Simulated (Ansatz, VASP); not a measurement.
Br: VASP beside Ansatz

```
Br
1.0
    -1.30858    1.70112    4.43833
     1.30858   -1.70112    4.43833
     1.30858    1.70112   -4.43833
Br
1
Direct
  0.00000 0.00000 0.00000
```

Alike in both runs: functional PBE; k mesh 20 × 20 × 20; occupations gaussian, width 0.1 eV; no spin polarisation.

Ansatz relaxed the structure, and its values are those at the end. VASP's run is a single point on that final structure, the one shown.

```csv
,VASP,Ansatz
version,VASP 6.6.1,Ansatz 0.2.0
potentials or method,"VASP PAW PBE potentials, release 64 (Br), cutoff 520 eV","scalar-relativistic, plane waves, PAW"
valence electrons in the cell,7,7
```

|  | VASP | Ansatz | Ansatz less VASP |
| --- | --- | --- | --- |
| gap on the k mesh at the Fermi level (eV) | none | none | - |
| pressure (GPa) | 0.0 | 0.0 | 0.00 |

A gap of «none» marks a metal or a gap that the smearing closes.
